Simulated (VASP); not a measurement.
Ag:

```
CELL_PARAMETERS angstrom
2.97196 0.00000 0.00000
-1.48598 2.57379 0.00000
0.00000 0.00000 4.71076
ATOMIC_POSITIONS crystal
Ag 0.33333 0.66667 0.75000
Ag 0.66667 0.33333 0.25000
```

* Program: VASP 6.6.1
* Task: relaxation of cell and atoms
* Functional: PBE
* Potentials or basis: VASP PAW PBE potentials, release 64 (Ag)
* Cutoff: 600 eV
* k mesh: 21 × 21 × 12
* Occupations: gaussian, width 0.1 eV
* Spin: no spin polarisation

At the start: pressure -0.5 GPa; volume 18.02 Å³/atom.

Problem. Where does the relaxation end?

Solution. Over 6 steps the energy falls by 4.2 meV/atom and the volume is 17.85 Å³/atom (-0.9 %); space group P6_3/mmc (No. 194, to 0.05 Å).

The path:
```
step  energy change (eV)  largest force (eV/Å)  pressure (GPa)  volume (Å³)
   1              0.0000                0.0000           -0.50        36.03
   2             -0.0053                0.0000            0.04        35.74
   3             -0.0072                0.0000            0.58        35.51
   4             -0.0074                0.0000            0.74        35.41
   5             -0.0083                0.0000           -0.31        35.80
   6             -0.0084                0.0000            0.05        35.70
```

Final structure:
```xyz
2
Lattice="2.9257 0.0000 0.0000 -1.4629 2.5337 0.0000 0.0000 0.0000 4.8161" Properties=species:S:1:pos:R:3 pbc="T T T"
Ag    0.0000    1.6892    3.6121
Ag    1.4629    0.8446    1.2040
```
